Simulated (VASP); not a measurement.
The system is WC.

```
CELL_PARAMETERS angstrom
0.00000 2.19268 2.19268
2.19268 0.00000 2.19268
2.19268 2.19268 0.00000
ATOMIC_POSITIONS crystal
W 0.00000 0.00000 0.00000
C 0.50000 0.50000 0.50000
```

* Program: VASP 6.6.1
* Task: relaxation of cell and atoms
* Functional: LDA
* Potentials or basis: VASP PAW LDA potentials, release 64 (W_sv, C)
* Cutoff: 600 eV
* k mesh: 10 × 10 × 10
* Occupations: fermi-dirac, width 0.05 eV
* Spin: no spin polarisation

At the start: pressure -14.1 GPa; volume 10.54 Å³/atom.

How do energy, volume and symmetry change on relaxing?

Over 4 steps the energy falls by 17.9 meV/atom and the volume is 10.15 Å³/atom (-3.7 %); space group Fm-3m (No. 225, to 0.05 Å).

The path:
| step | energy change (eV) | largest force (eV/Å) | pressure (GPa) | volume (Å³) |
| --- | --- | --- | --- | --- |
| 1 | 0.0000 | 0.0000 | -14.13 | 21.08 |
| 2 | 0.2379 | 0.0000 | 49.77 | 18.37 |
| 3 | -0.0358 | 0.0000 | -0.59 | 20.33 |
| 4 | -0.0359 | 0.0000 | -0.09 | 20.30 |

Final structure:
```yaml
crystal:
  lattice:
    - [0.00000, 2.16520, 2.16520]
    - [2.16520, 0.00000, 2.16520]
    - [2.16520, 2.16520, 0.00000]
  atoms:
    - { symbol: W, position: [0.00000, 0.00000, 0.00000] }
    - { symbol: C, position: [0.50000, 0.50000, 0.50000] }
```
